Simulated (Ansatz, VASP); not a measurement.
## Two plane-wave programs on Te

Contents of POSCAR:

```
Te
1.0
   -2.0934040987      2.0934040987      2.0934040987
    2.0934040987     -2.0934040987      2.0934040987
    2.0934040987      2.0934040987     -2.0934040987
Te
1
Direct
    0.0000000000      0.0000000000      0.0000000000
```

File INCAR.step1:

```
SYSTEM = Te
PREC = Accurate
ENCUT = 520
ISMEAR = 0
SIGMA = 0.1
LREAL = .FALSE.
LASPH = .TRUE.
NELM = 60
NBANDS = 9
GGA = PE
ALGO = Normal
EDIFF = 1E-4
LWAVE = .TRUE.
LCHARG = .FALSE.
```

The input INCAR.step2:

```
SYSTEM = Te
PREC = Accurate
ENCUT = 520
EDIFF = 1E-6
ISMEAR = 0
SIGMA = 0.1
LREAL = .FALSE.
LASPH = .TRUE.
NELM = 60
ALGO = Normal
ISIF = 2
LWAVE = .FALSE.
LCHARG = .TRUE.
METAGGA = R2SCAN
LMIXTAU = .TRUE.
LELF = .TRUE.
LVHAR = .TRUE.
NBANDS = 9
ISTART = 1
```

The input KPOINTS:

```
Automatic mesh
0
G
  6 6 6
  0 0 0
```

Input for Ansatz:

```yaml
crystal:
  lattice:
    - [-2.0934040987, 2.0934040987, 2.0934040987]
    - [2.0934040987, -2.0934040987, 2.0934040987]
    - [2.0934040987, 2.0934040987, -2.0934040987]
  atoms:
    - { symbol: Te, position: [0.0, 0.0, 0.0] }
basis:
  ecutwfc: 500
kpoints:
  mp_grid: { grid: [6, 6, 6] }
hamiltonian:
  xc: r2scan
scf:
  occupations: { method: gaussian, width: 0.1 }
  lower_state_search: "off"
output:
  forces: true
  stress: true
  eigenvalues: true
```

Alike in both runs: task single point; functional r2SCAN; k mesh 6 × 6 × 6; occupations gaussian, width 0.1 eV; no spin polarisation.

|  | VASP | Ansatz |
| --- | --- | --- |
| version | VASP 6.6.1 | Ansatz 0.2.0 |
| potentials or method | VASP PAW PBE potentials, release 64 (Te), cutoff 520 eV | scalar-relativistic, plane waves, PAW |
| valence electrons in the cell | 6 | 16 |

```csv
,VASP,Ansatz,Ansatz less VASP
gap on the k mesh at the Fermi level (eV),none,none,-
pressure (GPa),-7.6,-7.6,+0.03
```

VASP's potentials were made for PBE, not for r2SCAN. A gap of «none» marks a metal or a gap that the smearing closes. The functional is the same, so the differences come from potentials, cutoffs and numerics. VASP's potentials hold 6 valence electrons a cell and Ansatz's 16, so a difference there can come from the potentials and not from the codes.

Spin-orbit coupling is off throughout.
